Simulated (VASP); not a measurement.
# WC (Fm-3m) in VASP: notebook

WC is run at these levels: PBEsol; tasks: single point, relaxation of cell and atoms.

Everything below comes from runs of VASP 6.6.1. Logs are shortened: lines on timing, memory, paths and dates and some standing lists are left out, and cuts for length are marked.

**1. The cell of the first run**

The structure is cubic, space group Fm-3m (No. 225). Conventional cell: a = 4.328 Å, b = 4.328 Å, c = 4.328 Å, α = 90.00°, β = 90.00°, γ = 90.00°. W (site symmetry m-3m) has 6 C at 2.16 Å within 2.9 Å. Within 2.9 Å of C (site symmetry m-3m) lie 6 W at 2.16 Å.

**2. Single point, PBEsol**

Input file INCAR:

```
SYSTEM = WC
PREC = Accurate
ENCUT = 520
EDIFF = 1E-7
ISMEAR = 1
SIGMA = 0.1
LREAL = .False.
LASPH = .True.
NELM = 60
ALGO = Normal
ISIF = 2
LWAVE = .False.
LCHARG = .True.
GGA = PS
LELF = .True.
LVHAR = .True.
NBANDS = 16
```

Input file KPOINTS:

```
Automatic mesh
0
Gamma
  11 11 11
  0 0 0
```

Input file POSCAR:

```
WC
1.0
    0.0000000000      2.1637591940      2.1637591940
    2.1637591940      0.0000000000      2.1637591940
    2.1637591940      2.1637591940      0.0000000000
W C
1 1
Direct
    0.0000000000      0.0000000000      0.0000000000
    0.5000000000      0.5000000000      0.5000000000
```

Potentials or basis: VASP PAW PBE potentials, release 64 (W_sv, C).

The run is started by

```sh
> cat potpaw_PBE.64/W_sv/POTCAR potpaw_PBE.64/C/POTCAR > POTCAR
> mpirun -np 1 vasp_std > vasp.out
```

OUTCAR:

```text
SYSTEM = WC
   PREC = Accurate
   ENCUT = 520
   EDIFF = 1E-7
   ISMEAR = 1
   LREAL = .False.
   LASPH = .True.
   NELM = 60
   ISIF = 2
   GGA = PS

 ion  position               nearest neighbor table
   1  0.000  0.000  0.000-   2 2.16   2 2.16   2 2.16   2 2.16   2 2.16   2 2.16
   2  0.500  0.500  0.500-   1 2.16   1 2.16   1 2.16   1 2.16   1 2.16   1 2.16

  LATTYP: Found a face centered cubic cell.
 ALAT       =     4.3275183880

  Lattice vectors:

 A1 = (   0.0000000000,   2.1637591940,   2.1637591940)
 A2 = (   2.1637591940,   0.0000000000,   2.1637591940)
 A3 = (   2.1637591940,   2.1637591940,   0.0000000000)

Analysis of symmetry for initial positions (statically):
=====================================================================
 Subroutine PRICEL returns:
 Original cell was already a primitive cell.

 Routine SETGRP: Setting up the symmetry group for a
 face centered cubic supercell.

 Subroutine GETGRP returns: Found 48 space group operations
 (whereof 48 operations were pure point group operations)
 out of a pool of 48 trial point group operations.

The static configuration has the point symmetry O_h .

Analysis of symmetry for dynamics (positions and initial velocities):
=====================================================================
 Subroutine PRICEL returns:
 Original cell was already a primitive cell.

 Routine SETGRP: Setting up the symmetry group for a
 face centered cubic supercell.

 Subroutine GETGRP returns: Found 48 space group operations
 (whereof 48 operations were pure point group operations)
 out of a pool of 48 trial point group operations.

The dynamic configuration has the point symmetry O_h .

 Subroutine INISYM returns: Found 48 space group operations
 (whereof 48 operations are pure point group operations),
 and found     1 'primitive' translations

----------------------------------------------------------------------------------------

                                     Primitive cell

  volume of cell :      20.2608

  direct lattice vectors                    reciprocal lattice vectors
     0.000000000  2.163759194  2.163759194    -0.231079319  0.231079319  0.231079319
     2.163759194  0.000000000  2.163759194     0.231079319 -0.231079319  0.231079319
     2.163759194  2.163759194  0.000000000     0.231079319  0.231079319 -0.231079319

  length of vectors
     3.060017598  3.060017598  3.060017598     0.400241120  0.400241120  0.400241120

  position of ions in fractional coordinates (direct lattice)
     0.000000000  0.000000000  0.000000000
     0.500000000  0.500000000  0.500000000

  ion indices of the primitive-cell ions
   primitive index   ion index
                 1           1
                 2           2

----------------------------------------------------------------------------------------

 KPOINTS: Automatic mesh

Automatic generation of k-mesh.
 Grid dimensions read from file:
 generate k-points for:   11   11   11

 Generating k-lattice:

  Cartesian coordinates                     Fractional coordinates (reciprocal lattice)
    -0.021007211  0.021007211  0.021007211     0.090909091  0.000000000  0.000000000
     0.021007211 -0.021007211  0.021007211     0.000000000  0.090909091  0.000000000
     0.021007211  0.021007211 -0.021007211     0.000000000  0.000000000  0.090909091

  Length of vectors
     0.036385556  0.036385556  0.036385556

  Shift w.r.t. Gamma in fractional coordinates (k-lattice)
     0.000000000  0.000000000  0.000000000

 Subroutine IBZKPT returns following result:
 ===========================================

 Found     56 irreducible k-points:

 Following reciprocal coordinates:
            Coordinates               Weight
  0.000000  0.000000  0.000000      1.000000
  0.090909  0.000000  0.000000      8.000000
  0.181818  0.000000  0.000000      8.000000
  0.272727  0.000000  0.000000      8.000000
  0.363636  0.000000  0.000000      8.000000
  0.454545  0.000000  0.000000      8.000000
[... 16 lines left out ...]
 -0.272727  0.181818  0.000000     24.000000
 -0.181818  0.181818  0.000000     12.000000
 [... further k-points ...]
   k-points           NKPTS =     56   k-points in BZ     NKDIM =     56   number of bands    NBANDS=     16
   number of dos      NEDOS =    301   number of ions     NIONS =      2
   total plane-waves  NPLWV =  13824
   dimension x,y,z NGX =    24 NGY =   24 NGZ =   24
   dimension x,y,z NGXF=    48 NGYF=   48 NGZF=   48
   ions per type =               1   1
   NGX,Y,Z   is equivalent  to a cutoff of  13.04, 13.04, 13.04 a.u.
   NGXF,Y,Z  is equivalent  to a cutoff of  26.08, 26.08, 26.08 a.u.
 SYSTEM =  WC
   PREC   = accura    normal or accurate (medium, high low for compatibility)
   ISTART =      0    job   : 0-new  1-cont  2-samecut
   ICHARG =      2    charge: 1-file 2-atom 10-const
   ISPIN  =      1    spin polarized calculation?
   LNONCOLLINEAR =      F non collinear calculations
   LSORBIT =      F    spin-orbit coupling
   LASPH  =      T    aspherical Exc in radial PAW
   ENCUT  =  520.0 eV  38.22 Ry    6.18 a.u.   5.69  5.69  5.69*2*pi/ulx,y,z
   NELM   =     60;   NELMIN=  2; NELMDL= -5     # of ELM steps
   EDIFF  = 0.1E-06   stopping-criterion for ELM
   LREAL  =      F    real-space projection
   EDIFFG = 0.1E-05   stopping-criterion for IOM
   NSW    =      0    number of steps for IOM
   IBRION =     -1    ionic relax: 0-MD 1-quasi-New 2-CG
   NFREE  =      0    steps in history (QN), initial steepest desc. (CG)
   ISIF   =      2    stress and relaxation
   ISYM   =      2    0-nonsym 1-usesym 2-fastsym
   POTIM  = 0.5000    time-step for ionic-motion
   TEBEG  =    0.0;   TEEND  =   0.0 temperature during run
   PSTRESS=    0.0 pullay stress
   NELECT =      18.0000    total number of electrons
   NUPDOWN=      -1.0000    fix difference up-down
   EMIN   =  10.00;   EMAX   =-10.00  energy-range for DOS
   EFERMI =   0.00;   METHOD = LEGACY
   ISMEAR =     1;   SIGMA  =   0.10  broadening in eV -4-tet -1-fermi 0-gaus
   EFERMI_NEDOS =   21; number of points for ismear=-14 and -15
   IALGO  =     38    algorithm
   IMIX   =      4    mixing-type and parameters
     AMIX     =   0.40;   BMIX     =  1.00
     AMIX_MAG =   1.60;   BMIX_MAG =  1.00
  volume/ion in A,a.u.               =      10.13        68.36
  Fermi-wavevector in a.u.,A,eV,Ry     =   1.573790  2.974032 33.699107  2.476815
  Thomas-Fermi vector in A             =   2.675021
   LORBIT       =      0    0 simple, 1 ext, 2 COOP (PROOUT), +10 PAW based schemes
   GGA     = PS    functional components
   LHFCALC =     F    Hartree Fock is set to
   AEXX    =    0.0000 exact exchange contribution
   IVDW    =     0    specifies the selected vdW correction
   LEPSILON=     F    determine dielectric tensor
   LRPA    =     F    only Hartree local field effects (RPA)
 non-spin polarized calculation
 Methfessel and Paxton  Order N= 1 SIGMA  =   0.10
  energy-cutoff  :      520.00
  volume of cell :       20.26
 maximum number of plane-waves:       556
   NGX = 11   NGY = 11   NGZ = 11

 number of electron      17.9999999 magnetization

 Free energy of the ion-electron system (eV)
  ---------------------------------------------------
  ext. energy  EPLUGINS =         0.00000000
  ---------------------------------------------------
  free energy    TOTEN  =       -22.97649782 eV

  energy without entropy =      -22.97712605  energy(sigma->0) =      -22.97670723

 E-fermi :  12.8706     XC(G=0): -14.0638

 val. band max:       12.8484829212   @ k =  -0.2727   0.4545   0.1818
 cond. band min:      12.8742197149   @ k =   0.2727   0.2727   0.0000
 fundamental gap:      0.0257367936
 Fermi energy:        12.8706057276

 k-point     1 :       0.0000    0.0000    0.0000
  band No.  band energies     occupation
      1     -62.4800      2.00000
      2     -26.4728      2.00000
      3     -26.4728      2.00000
      4     -26.4728      2.00000
      5      -3.2598      2.00000
      6       9.9528      2.00000
[... 8 lines left out ...]
     15      22.4462      0.00000
     16      36.8417      0.00000

 k-point     2 :       0.0909    0.0000    0.0000
  band No.  band energies     occupation
      1     -62.4765      2.00000
      2     -26.5301      2.00000
      3     -26.4788      2.00000
      4     -26.4788      2.00000
      5      -3.0143      2.00000
      6       9.1607      2.00000
[... 8 lines left out ...]
     15      23.0212      0.00000
     16      34.4649      0.00000

 k-point     3 :       0.1818    0.0000    0.0000
  band No.  band energies     occupation
      1     -62.4669      2.00000
      2     -26.6811      2.00000
      3     -26.4949      2.00000
      4     -26.4949      2.00000
      5      -2.3155      2.00000
      6       7.6597      2.00000
[... 8 lines left out ...]
     15      24.4128      0.00000
     16      31.5108      0.00000

 k-point     4 :       0.2727    0.0000    0.0000
  band No.  band energies     occupation
      1     -62.4542      2.00000
      2     -26.8736      2.00000
      3     -26.5158      2.00000
      4     -26.5158      2.00000
      5      -1.2649      2.00000
      6       6.0474      2.00000
[... 8 lines left out ...]
     15      25.5364      0.00000
     16      29.6325      0.00000
[... 324 lines left out ...]
 k-point    22 :      -0.3636    0.1818    0.0000
  band No.  band energies     occupation
      1     -62.4314      2.00000
      2     -27.0553      2.00000
      3     -26.7006      2.00000
      4     -26.5641      2.00000
      5       0.7729      2.00000
      6       3.7973      2.00000
[... 8 lines left out ...]
     15      25.5979      0.00000
     16      26.4691      0.00000

 k-point    23 :      -0.2727    0.1818    0.0000
  band No.  band energies     occupation
      1     -62.4392      2.00000
      2     -26.9642      2.00000
      3     -26.6841      2.00000
      4     -26.5328      2.00000
      5      -0.0329      2.00000
      6       4.6123      2.00000
[... 8 lines left out ...]
     15      25.8284      0.00000
     16      26.5644      0.00000

 k-point    24 :      -0.1818    0.1818    0.0000
  band No.  band energies     occupation
      1     -62.4499      2.00000
      2     -26.8520      2.00000
      3     -26.6279      2.00000
      4     -26.5057      2.00000
      5      -1.0051      2.00000
      6       5.7517      2.00000
[... 8 lines left out ...]
     15      25.8955      0.00000
     16      27.0069      0.00000

 [... further k-points ...]
[... 5 lines left out ...]
  --------------------------------------------------------------------------------------
  -------------------------------------------------------------------------------------
  Total        0.7843182      0.7843182      0.7843182      0.0000000     -0.0000000     -0.0000000
  in kB       62.0220447     62.0220447     62.0220447      0.0000000     -0.0000000     -0.0000000
  external PRESSURE =      62.0220447 kB  Pullay stress =       0.0000000 kB

 VOLUME and BASIS-vectors are now :
 -----------------------------------------------------------------------------
  energy-cutoff  :      520.00
  volume of cell :       20.26
      direct lattice vectors                 reciprocal lattice vectors
     0.000000000  2.163759194  2.163759194    -0.231079319  0.231079319  0.231079319
     2.163759194  0.000000000  2.163759194     0.231079319 -0.231079319  0.231079319
     2.163759194  2.163759194  0.000000000     0.231079319  0.231079319 -0.231079319

 POSITION                                       TOTAL-FORCE (eV/Angst)
 -----------------------------------------------------------------------------------
      0.00000      0.00000      0.00000        -0.000000     -0.000000     -0.000000
      2.16376      2.16376      2.16376         0.000000      0.000000      0.000000
 -----------------------------------------------------------------------------------
    total drift:                                0.000000     -0.000000     -0.000000

  FREE ENERGIE OF THE ION-ELECTRON SYSTEM (eV)
  ---------------------------------------------------
  free  energy   TOTEN  =       -22.9764978215 eV

  energy  without entropy=      -22.9771260465  energy(sigma->0) =      -22.97670723
```

Run time: 6.5 s. Hardware: 1 thread of Intel Xeon 6975P-C (Granite Rapids), shared host; peak memory 0.14 GiB.

What came out:

```
Free energy            : -22.9765 eV
Pressure               : 6.2 GPa
Band gap on the k mesh : zero (band 9 reaches 13.88 eV, above the bottom of band 10 at 10.62 eV)
```

Levels at points of the mesh, in eV from the Fermi level:
```csv
k point,band 7,band 8,band 9,band 10,band 11,band 12
"(0.00, 0.00, 0.00)",-2.92,-2.92,-1.10,-1.10,-1.10,-1.01
```

Caveat: the PAW data sets were made with another functional, which shifts forces and pressure a little; spin-orbit coupling is left out, which moves the levels of the heavy elements.

(Continued in part 2 of 2.)
